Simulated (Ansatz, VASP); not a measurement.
## Two plane-wave programs on Na

```
Na
1.0
     3.76700    0.00000    0.00000
    -1.88350    3.26232    0.00000
     0.00000    0.00000    6.15400
Na
2
Direct
  0.66667 0.33333 0.75000
  0.33333 0.66667 0.25000
```

Alike in both runs: task single point; functional LDA; k mesh 8 × 8 × 5; occupations fermi-dirac, width 0.05 eV; no spin polarisation.

|  | VASP | Ansatz |
| --- | --- | --- |
| version | VASP 6.6.1 | Ansatz 0.2.0 |
| potentials or method | VASP PAW LDA potentials, release 64 (Na_pv) | Ansatz PAW |
| plane-wave cutoff (eV) | 520 | 420 |
| valence electrons in the cell | 14 | 18 |

```csv
,VASP,Ansatz,Ansatz less VASP
gap on the k mesh at the Fermi level (eV),none,none,-
pressure (GPa),-0.9,-0.9,+0.02
"traceless stress, the component that is largest in VASP (GPa)",-0.16,-0.16,-0.001
```

LDA's correlation is that of Perdew and Zunger in VASP and of Perdew and Wang (1992) in Ansatz. A gap of «none» marks a metal or a gap that the smearing closes. VASP's potentials hold 14 valence electrons a cell and Ansatz's 18, so a difference there can come from the potentials and not from the codes.
